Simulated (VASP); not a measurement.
# BaTe: G0W0 quasiparticle levels with PBE

The system is BaTe.

```
Ba Te
1.0
     0.00000    3.53238    3.53238
     3.53238    0.00000    3.53238
     3.53238    3.53238    0.00000
Ba Te
1 1
Cartesian
  0.0000 0.0000 0.0000
  3.5324 3.5324 3.5324
```

```
Program                         : VASP 6.6.1
Task                            : G0W0 quasiparticle levels
Functional                      : PBE
Potentials or basis             : VASP PAW PBE potentials, release 64 (Ba_sv_GW, Te_GW)
Cutoff                          : 500 eV
k mesh                          : 6 × 6 × 6
Occupations                     : gaussian, width 0.01 eV
Spin                            : no spin polarisation
Dipole correction               : no
GW scheme                       : G0W0
GW iterations                   : 1
Cutoff of the response function : 80
Frequency points                : 48
Empty bands                     : 143
Further INCAR settings          : ALGO = EVGW0; EDIFF = 1e-08; NBANDS = 151
```

| Item | Value |
| --- | --- |
| Quasiparticle gap | 2.56 eV |
| Least direct quasiparticle gap | 2.97 eV |
| Band gap of the starting levels on the mesh | 1.65 eV |
| Least direct gap of the starting levels on the mesh | 2.00 eV |

Wall time 64 min on 1 thread of Intel Xeon 8259CL, on a shared host, peak memory 1.8 GiB.

Caveat: bands, screening cutoff and mesh are small and nothing is extrapolated, so the quasiparticle values aren't converged; spin-orbit coupling is left out, which moves the levels of the heavy elements.
